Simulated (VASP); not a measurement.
Here is a VASP 6.6.1 calculation.

POSCAR

```
Zn
1.0
    2.6876826345      0.0000000000      0.0000000000
   -1.3438413173      2.3276014388      0.0000000000
    0.0000000000      0.0000000000      4.9988883757
Zn
2
Direct
    0.6666666667      0.3333333333      0.7500000000
    0.3333333333      0.6666666667      0.2500000000
```

The input INCAR.step1:

```
  ALGO = Normal
  EDIFF = 1E-4
  ENCUT = 520
  GGA = PE
  ISMEAR = -1
  LASPH = T
  LCHARG = F
  LREAL = F
  LWAVE = T
  NBANDS = 19
  NELM = 80
  PREC = Accurate
  SIGMA = 0.05
```

Contents of INCAR.step2:

```
  ALGO = Normal
  EDIFF = 1E-7
  ENCUT = 520
  ISIF = 2
  ISMEAR = -1
  ISTART = 1
  LASPH = T
  LCHARG = F
  LMIXTAU = T
  LREAL = F
  LWAVE = F
  METAGGA = R2SCAN
  NBANDS = 19
  NELM = 80
  PREC = Accurate
  SIGMA = 0.05
```

Contents of KPOINTS:

```
k-points
0
Gamma
  11 11 6
```

Potentials or basis: VASP PAW PBE potentials, release 64 (Zn).

Run with:

```console
$ cat potpaw_PBE.64/Zn/POTCAR > POTCAR
$ cp INCAR.step1 INCAR
$ mpirun -np 1 vasp_std > vasp.out
$ cp INCAR.step2 INCAR
$ mpirun -np 1 vasp_std > vasp.out
```

(1) Predict the pressure.

(2) What does it give for the band gap on the k mesh?

## Answers

(1) -5.6 GPa.

(2) zero (bands 12 and 13 overlap by 4.89 eV).

Caveat: the cell stands under tension; the PAW data sets were made with another functional, which shifts forces and pressure a little.
